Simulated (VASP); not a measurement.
Here is a VASP 6.6.1 calculation.

The input INCAR:

```
SYSTEM = ZrC
PREC = Accurate
ENCUT = 520
EDIFF = 1E-6
ISMEAR = 0
SIGMA = 0.15
LREAL = .False.
LASPH = .True.
NELM = 60
ALGO = Normal
ISIF = 2
LWAVE = .False.
LCHARG = .True.
GGA = PE
LELF = .True.
LVHAR = .True.
NBANDS = 15
```

KPOINTS

```
Automatic mesh
0
Gamma
  18 18 18
  0 0 0
```

POSCAR

```
ZrC
1.0
    0.0000000000      2.2797037000      2.3854631500
    2.2797037000      0.0000000000      2.3854631500
    2.2797037000      2.2797037000      0.0000000000
Zr C
1 1
Direct
    0.5000000000      0.5000000000      0.5000000000
    0.0000000000      0.0000000000      0.0000000000
```

Potentials or basis: VASP PAW PBE potentials, release 64 (Zr_sv, C).

The run is started by

```bash
$ cat potpaw_PBE.64/Zr_sv/POTCAR potpaw_PBE.64/C/POTCAR > POTCAR
$ mpirun -np 1 vasp_std > vasp.out
```

(1) Predict the pressure.

(2) Predict the band gap on the k mesh.

Results:

(1) 13.9 GPa.

(2) zero (bands 8 and 9 overlap by 1.42 eV).

Caveat: the cell differs from its parent crystal (strain -0.030 along x and y, +0.015 along z); the cell stands under pressure.
